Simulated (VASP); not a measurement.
# NdMo (Cmmm) in VASP: relaxation of cell and atoms with PBE

Aim: the relaxation of cell and atoms of NdMo with PBE.

Program: VASP 6.6.1. These are calculated values, not measurements. Logs are shortened: lines on timing, memory, paths and dates and some standing lists are left out, and cuts for length are marked.

## Step 1: The cell of the first run

Symmetry: Cmmm, No. 65, orthorhombic system. The conventional cell has a = 4.930 Å, b = 5.047 Å, c = 7.714 Å, α = 90.00°, β = 90.00°, γ = 90.00°. Nd (site symmetry mm2) has 1 Mo at 2.10 Å within 2.8 Å. Mo (site symmetry mmm) has 2 Nd at 2.10 Å within 2.8 Å. Within 4.0 Å of Mo (site symmetry mmm) lie 8 Nd at 3.03 to 3.08 Å and 4 Mo at 3.53 Å.

The cell was generated, and may not be a known phase.

## Step 2: Relaxation of cell and atoms, PBE

Input file INCAR:

```
SYSTEM = NdMo
PREC = Accurate ; ENCUT = 500
EDIFF = 1E-7 ; ISMEAR = 0
SIGMA = 0.2 ; LREAL = .False.
LASPH = .True. ; NELM = 200
ALGO = Normal ; ISIF = 3
LWAVE = .False. ; LCHARG = .False.
GGA = PE ; IBRION = 2
NSW = 36 ; EDIFFG = -0.08
GGA_COMPAT = .False. ; NELMIN = 4
LMAXMIX = 6
```

Input file KPOINTS:

```
regular mesh
0
Gamma
  6 6 3
  0 0 0
```

Input file POSCAR:

```
NdMo
1.0
    2.4651978100     -2.5236841200      0.0000000000
    2.4651978100      2.5236841200      0.0000000000
    0.0000000000      0.0000000000      7.7140774400
Nd Mo
2 2
Direct
    0.5000000000      0.5000000000      0.7281247100
    0.5000000000      0.5000000000      0.2718752900
    0.5000000000      0.5000000000      0.0000000000
    0.0000000000      0.0000000000      0.5000000000
```

Potentials or basis: VASP PAW PBE potentials, release 64 (Nd_3, Mo_sv), 4f in core.

Launch:

```bash
cat potpaw_PBE.64/Nd_3/POTCAR potpaw_PBE.64/Mo_sv/POTCAR > POTCAR
mpirun -np 1 vasp_std > vasp.out
```

OUTCAR:

```text
SYSTEM = NdMo
   PREC = Accurate
   ENCUT = 500
   EDIFF = 1E-7
   ISMEAR = 0
   LREAL = .False.
   LASPH = .True.
   NELM = 200
   ISIF = 3
   GGA = PE
   IBRION = 2
   NSW = 36
   EDIFFG = -0.08
   NELMIN = 4

 ion  position               nearest neighbor table
   1  0.500  0.500  0.728-   3 2.10   4 3.03   4 3.03   4 3.08   4 3.08   2 3.52
   2  0.500  0.500  0.272-   3 2.10   4 3.03   4 3.03   4 3.08   4 3.08   1 3.52
   3  0.500  0.500  0.000-   1 2.10   2 2.10
   4  0.000  0.000  0.500-   1 3.03   2 3.03   1 3.03   2 3.03   1 3.08   2 3.08   1 3.08   2 3.08

  LATTYP: Found a base centered orthorhombic cell.
 ALAT       =     4.9303956200
 B/A-ratio  =     1.0237247939
 C/A-ratio  =     1.5645960354

  Lattice vectors:

 A1 = (   2.4651978100,  -2.5236841200,   0.0000000000)
 A2 = (   2.4651978100,   2.5236841200,   0.0000000000)
 A3 = (   0.0000000000,   0.0000000000,   7.7140774400)

Analysis of symmetry for initial positions (statically):
=====================================================================
 Subroutine PRICEL returns:
 Original cell was already a primitive cell.

 Routine SETGRP: Setting up the symmetry group for a
 base centered orthorhombic supercell.

 Subroutine GETGRP returns: Found  8 space group operations
 (whereof  8 operations were pure point group operations)
 out of a pool of  8 trial point group operations.

The static configuration has the point symmetry D_2h.

Analysis of symmetry for dynamics (positions and initial velocities):
=====================================================================
 Subroutine PRICEL returns:
 Original cell was already a primitive cell.

 Routine SETGRP: Setting up the symmetry group for a
 base centered orthorhombic supercell.

 Subroutine GETGRP returns: Found  8 space group operations
 (whereof  8 operations were pure point group operations)
 out of a pool of  8 trial point group operations.

The dynamic configuration has the point symmetry D_2h.

 Subroutine INISYM returns: Found  8 space group operations
 (whereof  8 operations are pure point group operations),
 and found     1 'primitive' translations

----------------------------------------------------------------------------------------

                                     Primitive cell

  volume of cell :      95.9844

  direct lattice vectors                    reciprocal lattice vectors
     2.465197810 -2.523684120  0.000000000     0.202823481 -0.198123052  0.000000000
     2.465197810  2.523684120  0.000000000     0.202823481  0.198123052  0.000000000
     0.000000000  0.000000000  7.714077440     0.000000000  0.000000000  0.129633130

  length of vectors
     3.527914650  3.527914650  7.714077440     0.283531494  0.283531494  0.129633130

[... 84 lines left out ...]
   EDIFF  = 0.1E-06   stopping-criterion for ELM
   LREAL  =      F    real-space projection
   EDIFFG = -.8E-01   stopping-criterion for IOM
   NSW    =     36    number of steps for IOM
   IBRION =      2    ionic relax: 0-MD 1-quasi-New 2-CG
   NFREE  =      1    steps in history (QN), initial steepest desc. (CG)
   ISIF   =      3    stress and relaxation
   ISYM   =      2    0-nonsym 1-usesym 2-fastsym
   POTIM  = 0.5000    time-step for ionic-motion
   TEBEG  =    0.0;   TEEND  =   0.0 temperature during run
   PSTRESS=    0.0 pullay stress
   NELECT =      50.0000    total number of electrons
   NUPDOWN=      -1.0000    fix difference up-down
   EMIN   =  10.00;   EMAX   =-10.00  energy-range for DOS
   EFERMI =   0.00;   METHOD = LEGACY
   ISMEAR =     0;   SIGMA  =   0.20  broadening in eV -4-tet -1-fermi 0-gaus
   EFERMI_NEDOS =   21; number of points for ismear=-14 and -15
   IALGO  =     38    algorithm
   IMIX   =      4    mixing-type and parameters
     AMIX     =   0.40;   BMIX     =  1.00
     AMIX_MAG =   1.60;   BMIX_MAG =  1.00
  volume/ion in A,a.u.               =      24.00       161.93
  Fermi-wavevector in a.u.,A,eV,Ry     =   1.317239  2.489221 23.607721  1.735119
  Thomas-Fermi vector in A             =   2.447294
   LORBIT       =      0    0 simple, 1 ext, 2 COOP (PROOUT), +10 PAW based schemes
   GGA     = PE    functional components
   LHFCALC =     F    Hartree Fock is set to
   AEXX    =    0.0000 exact exchange contribution
   IVDW    =     0    specifies the selected vdW correction
   LEPSILON=     F    determine dielectric tensor
   LRPA    =     F    only Hartree local field effects (RPA)
 conjugate gradient relaxation of ions
 non-spin polarized calculation
 Gauss-broadening in eV      SIGMA  =   0.20
  energy-cutoff  :      500.00
  volume of cell :       95.98
 maximum number of plane-waves:      2454
 NGX is ok and might be reduce to    28
   NGX = 13   NGY = 13   NGZ = 29

--------------------------------------- Ionic step        1  -------------------------------------------

 number of electron      50.0000003 magnetization

 Free energy of the ion-electron system (eV)
  ---------------------------------------------------
  ext. energy  EPLUGINS =         0.00000000
  ---------------------------------------------------
  free energy    TOTEN  =       -21.35192319 eV

  energy without entropy =      -21.21327282  energy(sigma->0) =      -21.28259801

------------------------ aborting loop because EDIFF is reached ----------------------------------------

  FORCE on cell =-STRESS in cart. coord.  units (eV):
  Direction    XX          YY          ZZ          XY          YZ          ZX
  --------------------------------------------------------------------------------------
  -------------------------------------------------------------------------------------
  Total       -2.3091436     -2.5612323     49.8297873      0.0000000      0.0000000      0.0000000
  in kB      -38.5443535    -42.7522315    831.7615836      0.0000000      0.0000000      0.0000000
  external PRESSURE =     250.1549995 kB  Pullay stress =       0.0000000 kB
[... 1698 lines left out ...]
     29       5.4691      0.00000
     30       5.9001      0.00000

 [... further k-points ...]

[... ionic steps 4 to 32 ...]

--------------------------------------- Ionic step       33  -------------------------------------------

 number of electron      50.0000006 magnetization

------------------------ aborting loop because EDIFF is reached ----------------------------------------
[... 71 lines left out ...]
--------------------------------------- Ionic step       35  -------------------------------------------

 number of electron      50.0000002 magnetization

 Free energy of the ion-electron system (eV)
  ---------------------------------------------------
  ext. energy  EPLUGINS =         0.00000000
  ---------------------------------------------------
  free energy    TOTEN  =       -27.16386178 eV

  energy without entropy =      -27.06228186  energy(sigma->0) =      -27.11307182

 E-fermi :   6.5985     XC(G=0): -11.4164

 val. band max:        6.5875701617   @ k =   0.1667  -0.0000   0.3333
 cond. band min:       6.6090527043   @ k =   0.1667  -0.0000   0.0000
 fundamental gap:      0.0214825425
 Fermi energy:         6.5984645651
[... 823 lines left out ...]
  FREE ENERGIE OF THE ION-ELECTRON SYSTEM (eV)
  ---------------------------------------------------
  free  energy   TOTEN  =       -27.1638617760 eV

  energy  without entropy=      -27.0622818620  energy(sigma->0) =      -27.11307182

 reached required accuracy - stopping structural energy minimisation
```

OSZICAR:

```text
N       E                     dE             d eps       ncg     rms          rms(c)
DAV:   1     0.552827321438E+03    0.55283E+03   -0.28388E+04  1576   0.161E+03
DAV:   2     0.553688461185E+01   -0.54729E+03   -0.53652E+03  1692   0.472E+02
DAV:   3    -0.228358323609E+02   -0.28373E+02   -0.27283E+02  2576   0.881E+01
DAV:   4    -0.238413768116E+02   -0.10055E+01   -0.99119E+00  2230   0.130E+01
[... 518 lines left out ...]
DAV:   7    -0.271638586515E+02   -0.17382E-03   -0.63615E-04  2412   0.949E-02    0.423E-02
DAV:   8    -0.271638638069E+02   -0.51554E-05   -0.77512E-05  2242   0.478E-02    0.100E-02
DAV:   9    -0.271638615386E+02    0.22683E-05   -0.54614E-06  1978   0.128E-02    0.222E-03
DAV:  10    -0.271638616832E+02   -0.14458E-06   -0.33056E-07  1488   0.308E-03    0.469E-04
DAV:  11    -0.271638617760E+02   -0.92768E-07   -0.38862E-08  1062   0.116E-03
  35 F= -.27163862E+02 E0= -.27113072E+02  d E =-.119721E-02
```

Wall time 21 min (1 thread of Intel Xeon 6975P-C (Granite Rapids), shared host); peak memory 0.24 GiB.

Results:

- Free energy: -27.1639 eV
- Relaxed volume: 22.86 Å³/atom
- Relaxed cell: a = 3.059 Å, b = 3.059 Å, c = 10.525 Å, α = 90.00°, β = 90.00°, γ = 111.82°
- Space group after relaxing (to 0.1 Å): Cmmm (No. 65)
- Energy gained by relaxing: 1453.0 meV/atom
- Ionic steps: 35
- Pressure after relaxing: -0.2 GPa
- Largest force after relaxing: 0.037 eV/Å
- Band gap on the k mesh: zero (bands 25 and 26 overlap by 0.83 eV)

Forces in eV/Å, atoms in the order of the input:
```
Nd   0.000  0.000  0.037
Nd   0.000  0.000 -0.037
Mo   0.000  0.000  0.000
Mo   0.000  0.000  0.000
```

The path:
```
step  energy change (eV)  largest force (eV/Å)  pressure (GPa)  volume (Å³)
   1              0.0000               10.0597           25.02        95.98
   2             -2.6565                0.2552          -10.47       144.77
   3             -3.1734                0.0046           -9.34       138.06
   4             -3.4626                0.1508           -8.81       133.57
   5             -4.1670                0.3128           -4.80       115.25
   6             -4.5556                0.8412           -0.01       103.87
   7             -4.5913                1.0991            2.54        99.94
   8             -4.8366                1.1054            1.66        99.50
   9             -5.0936                0.9826           -0.53        96.90
  10             -5.1093                0.8330           -1.00        95.91
  11             -5.1084                0.9049           -0.86        96.36
  12             -5.2607                0.6053           -0.26        93.61
  13             -5.3184                0.3482            1.10        91.58
  14             -5.2672                0.2968            4.79        87.58
  15             -5.3288                0.2102            1.89        90.51
  16             -5.3611                0.2430           -2.85        95.42
  17             -5.3743                0.0899           -1.34        93.62
  18             -5.4414                0.3622            0.04        92.23
  19             -5.4614                0.6984            1.33        90.69
  20             -5.4912                0.7674            1.15        90.69
  21             -5.5802                0.9929            1.02        90.48
  22             -5.4452                1.5172            2.58        89.14
  23             -5.6078                1.1225            1.15        90.24
  24             -5.6716                0.9593            0.24        90.89
  25             -5.7421                0.6270           -1.44        92.33
  26             -5.7460                0.5583           -1.74        92.64
  27             -5.7761                0.4221           -0.47        91.15
  28             -5.7875                0.2719            1.01        89.60
  29             -5.7980                0.1864            0.48        90.18
  30             -5.8038                0.0802           -0.19        90.98
  31             -5.8038                0.0710           -0.26        91.06
  32             -5.8077                0.0336           -0.02        90.92
  33             -5.8106                0.0261            0.34        90.71
  34             -5.8107                0.0456            0.46        90.65
  35             -5.8119                0.0375           -0.19        91.46
```

Final structure:
```
Nd Mo
1.0
     1.71473   -2.53380    0.00000
     1.71473    2.53380    0.00000
     0.00000    0.00000   10.52477
Nd Mo
2 2
Direct
  0.50000 0.50000 0.72841
  0.50000 0.50000 0.27159
  0.50000 0.50000 0.00000
  0.00000 0.00000 0.50000
```

Caveat: a cell axis changed by over 15 % at a fixed basis, so the end point is rough; spin-orbit coupling is left out, which moves the levels of the heavy elements; the 4f electrons are frozen in the core, so they carry no moment and show no levels; the relaxation stopped at a loose force limit of 0.08 eV/Å, so its end isn't a converged minimum. Spin polarisation is off, so any magnetic state and its effect on volume and gap are missing.

The gap in the log of VASP goes by the Fermi energy; the results here count the filled bands.